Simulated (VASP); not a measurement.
Input of a VASP 6.6.1 run:

Contents of INCAR:

```
SYSTEM = Mg3W
PREC     = Accurate       ! precision mode
ENCUT    = 520            ! plane-wave cutoff, eV
EDIFF    = 1E-7           ! SCF threshold, eV
ISMEAR   = 0              ! smearing method
SIGMA    = 0.1            ! smearing width, eV
LREAL    = .False.        ! projectors in reciprocal space
LASPH    = .True.         ! aspherical terms in the spheres
NELM     = 80             ! most SCF steps
ALGO     = Normal         ! electronic algorithm
ISIF     = 2              ! what is computed and relaxed
LWAVE    = .False.        ! write WAVECAR
LCHARG   = .False.        ! write CHGCAR
GGA      = PE             ! functional
NBANDS   = 18             ! bands
```

Contents of KPOINTS:

```
Automatic mesh
0
Gamma
  12 12 12
  0 0 0
```

The input POSCAR:

```
Mg3W
1.0
    4.1969098174      0.0000000000      0.0000000000
    0.0000000000      4.1969098174      0.0000000000
    0.0000000000      0.0000000000      4.1969098174
Mg W
3 1
Direct
    0.0000000000      0.5000000000      0.5000000000
    0.5000000000      0.0000000000      0.5000000000
    0.5000000000      0.5000000000      0.0000000000
    0.0000000000      0.0000000000      0.0000000000
```

Potentials or basis: VASP PAW PBE potentials, release 64 (Mg, W_sv).

Command:

```bash
$ cat potpaw_PBE.64/Mg/POTCAR potpaw_PBE.64/W_sv/POTCAR > POTCAR
$ mpirun -np 1 vasp_std > vasp.out
```

Question: What does it give for the band gap on the k mesh?

Answer: Zero (band 10 reaches 4.84 eV, above the bottom of band 11 at 3.74 eV).

Question: Predict the pressure.

Answer: -0.1 GPa.

Caveat: spin-orbit coupling is left out, which moves the levels of the heavy elements.
